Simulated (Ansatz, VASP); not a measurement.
## Sb: VASP beside Ansatz

```
Sb
1.0
     2.18006    1.25866    3.64348
    -2.18006    1.25866    3.64348
     0.00000   -2.51732    3.64348
Sb
2
Direct
  0.23364 0.23364 0.23364
  0.76636 0.76636 0.76636
```

Alike in both runs: task single point; functional LDA; k mesh 15 × 15 × 15; occupations gaussian, width 0.15 eV; no spin polarisation.

|  | VASP | Ansatz |
| --- | --- | --- |
| version | VASP 6.6.1 | Ansatz 0.2.0 |
| potentials or method | VASP PAW LDA potentials, release 64 (Sb_d_GW), cutoff 500 eV | scalar-relativistic, plane waves, PAW |
| valence electrons in the cell | 30 | 30 |

Ansatz gave:

| Quantity | Value |
| --- | --- |
| gap on the k mesh at the Fermi level (eV) | none |
| pressure (GPa) | -1.2 |
| traceless stress, the component that is largest in VASP (GPa) | 0.93 |
| rms of the force components (eV/Å) | 0.084 |

**Question.** What did VASP give for the same quantities?

**Answer.** gap on the k mesh at the Fermi level (eV): none; pressure (GPa): -1.1; traceless stress, the component that is largest in VASP (GPa): 0.90; rms of the force components (eV/Å): 0.093.

LDA's correlation is that of Perdew and Zunger in VASP and of Perdew and Wang (1992) in Ansatz. Atom by atom the forces differ by 0.009 eV/Å (rms over components). A gap of «none» marks a metal or a gap that the smearing closes.

Neither program's run includes spin-orbit coupling.
